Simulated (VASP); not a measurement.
BaCaF4:

```
Ca F Ba
1.0
     4.07066    0.00000    0.00000
     0.00000    4.07066    0.00000
     0.00000    0.00000    5.96470
Ca F Ba
1 4 1
Direct
  0.00000 0.00000 0.00000
  0.00000 0.50000 0.77728
  0.00000 0.50000 0.22272
  0.50000 0.00000 0.22272
  0.50000 0.00000 0.77728
  0.50000 0.50000 0.50000
```

Base run:

* Program: VASP 6.6.1
* Functional: PBE
* Potentials or basis: VASP PAW PBE potentials, release 64 (Ca_sv, F, Ba_sv)
* Cutoff: 520 eV
* k mesh: 6 × 6 × 4
* Occupations: fermi-dirac, width 0.02 eV
* Spin: no spin polarisation

Its results: band gap on the k mesh 6.22 eV, indirect (least direct gap 6.47 eV); pressure 3.1 GPa; largest force 0.004 eV/Å.

Question: The run is repeated on the same cell with these changes: functional from PBE to r2SCAN; occupations from fermi-dirac, width 0.02 eV to gaussian, width 0.01 eV. What comes out?

Answer: Band gap on the k mesh 6.72 eV, indirect (least direct gap 6.98 eV); pressure 1.0 GPa; largest force 0.058 eV/Å.

Caveats: spin-orbit coupling is left out, which moves the levels of the heavy elements; the PAW data sets were made with another functional, which shifts forces and pressure a little (some runs).

A k mesh can miss the band edges.
